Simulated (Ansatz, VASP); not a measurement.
MoOs3 in VASP and in Ansatz

```xyz
4
Lattice="3.8851 0.0000 0.0000 0.0000 3.8851 0.0000 0.0000 0.0000 3.8851" Properties=species:S:1:pos:R:3 pbc="T T T"
Mo    0.0000    0.0000    0.0000
Os    0.0000    1.9425    1.9425
Os    1.9425    0.0000    1.9425
Os    1.9425    1.9425    0.0000
```

Alike in both runs: task relaxation of cell and atoms; functional PBE; k mesh 12 × 12 × 12; occupations gaussian, width 0.1 eV; no spin polarisation.

```csv
,VASP,Ansatz
version,VASP 6.6.1,Ansatz 0.2.0
potentials or method,"VASP PAW PBE potentials, release 64 (Mo_sv, Os), cutoff 600 eV","scalar-relativistic, plane waves, PAW"
valence electrons in the cell,38,62
```

|  | VASP | Ansatz | Ansatz less VASP |
| --- | --- | --- | --- |
| gap on the k mesh at the Fermi level, each at its own relaxed structure (eV) | none | none | - |
| relaxed volume (Å³/atom) | 14.66 | 14.66 | -0.005 |
| relaxed length of the cell vector where the two differ most in proportion (Å) | 3.885 | 3.885 | -0.0005 |

A gap of «none» marks a metal or a gap that the smearing closes. VASP's potentials hold 38 valence electrons a cell and Ansatz's 62, so a difference there can come from the potentials and not from the codes.

Spin-orbit coupling is off throughout. Noted on VASP's run: the relaxation stopped at its first step, so nothing moved.
